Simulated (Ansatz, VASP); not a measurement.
**MgS: VASP beside Ansatz**

```
Mg S
1.0
     0.00000    2.60000    2.60000
     2.60000    0.00000    2.60000
     2.60000    2.60000    0.00000
Mg S
1 1
Cartesian
  0.0000 0.0000 0.0000
  2.6000 2.6000 2.6000
```

Alike in both runs: task single point; functional PBEsol; k mesh 6 × 6 × 6; no spin polarisation.

|  | VASP | Ansatz |
| --- | --- | --- |
| version | VASP 6.6.1 | Ansatz 0.2.0 |
| potentials or method | VASP PAW PBE potentials, release 64 (Mg, S), cutoff 520 eV | scalar-relativistic, plane waves, PAW |
| occupations | gaussian, width 0.01 eV | fixed |
| valence electrons in the cell | 8 | 16 |

|  | VASP | Ansatz | Ansatz less VASP |
| --- | --- | --- | --- |
| gap on the k mesh at the Fermi level (eV) | 2.71 | 2.71 | 0.000 |
| least direct gap on the mesh (eV) | 3.61 | 3.61 | +0.002 |
| pressure (GPa) | -1.0 | -0.8 | +0.21 |

VASP's potentials were made for PBE, not for PBEsol, and Ansatz warns of the same on its side. VASP's potentials hold 8 valence electrons a cell and Ansatz's 16, so a difference there can come from the potentials and not from the codes.
